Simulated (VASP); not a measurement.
A run of VASP 6.6.1 is set up as follows.

File INCAR:

```
SYSTEM = Sb
PREC = Accurate ; ENCUT = 520
EDIFF = 1E-6 ; ISMEAR = 0
SIGMA = 0.15 ; LREAL = .FALSE.
LASPH = .TRUE. ; NELM = 80
ALGO = Normal ; ISIF = 2
LWAVE = .FALSE. ; LCHARG = .TRUE.
GGA = PS ; LELF = .TRUE.
LVHAR = .TRUE. ; NBANDS = 8
```

File KPOINTS:

```
Automatic mesh
0
G
  16 16 16
  0 0 0
```

File POSCAR:

```
Sb
1.0
    3.4128000000      0.0000000000      0.0000000000
    0.0000000000      3.4128000000      0.0000000000
    0.0000000000      0.0000000000      2.9072000000
Sb
1
Direct
    0.0000000000      0.0000000000      0.0000000000
```

Potentials or basis: VASP PAW PBE potentials, release 64 (Sb).

Run with:

```console
$ cat potpaw_PBE.64/Sb/POTCAR > POTCAR
$ mpirun -np 1 vasp_std > vasp.out
```

(1) Estimate the pressure.

Answers

(1) -4.8 GPa.

Caveat: the cell differs from its parent crystal (strain +0.080 along x and y, -0.080 along z); the PAW data sets were made with another functional, which shifts forces and pressure a little.
